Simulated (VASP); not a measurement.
## KF: single point with PBE

KF:

```
K F
1.0
     0.00000    2.74034    2.74034
     2.74034    0.00000    2.74034
     2.74034    2.74034    0.00000
K F
1 1
Direct
  0.00000 0.00000 0.00000
  0.50000 0.50000 0.50000
```

This cell differs from its parent crystal: strain +0.025 along x and y, +0.025 along z.

- Program: VASP 6.6.1
- Task: single point
- Functional: PBE
- Potentials or basis: VASP PAW PBE potentials, release 64 (K_sv, F)
- Cutoff: 520 eV
- k mesh: 8 × 8 × 8
- Occupations: gaussian, width 0.05 eV
- Spin: no spin polarisation
- Dipole correction: no
- Further INCAR settings: ALGO = Normal; EDIFF = 1e-07; NBANDS = 15

```yaml
Pressure: -0.9 GPa
Band_gap_on_the_k_mesh: 5.79 eV
```

Levels at points of the mesh, in eV from the valence-band top:
```
           k point  band 4  band 5  band 6  band 7  band 8  band 9  band 10  band 11  band 12  band 13
(0.00, 0.00, 0.00)   -9.66   -9.66    0.00    0.00    0.00    5.79    10.46    10.46    10.46    12.04
(0.50, 0.00, 0.00)   -9.69   -9.69   -0.71   -0.29   -0.29    8.75    10.05    11.71    11.71    13.81
(0.50, 0.50, 0.00)   -9.82   -9.82   -0.24   -0.07   -0.07    8.12     9.89    11.22    13.21    13.76
```

Run time: 35 s on 1 thread of Intel Xeon 8259CL, on a shared host, peak memory 0.17 GiB.

Caveat: the cell differs from its parent crystal (strain +0.025 along x and y, +0.025 along z). A k mesh can miss the band edges.
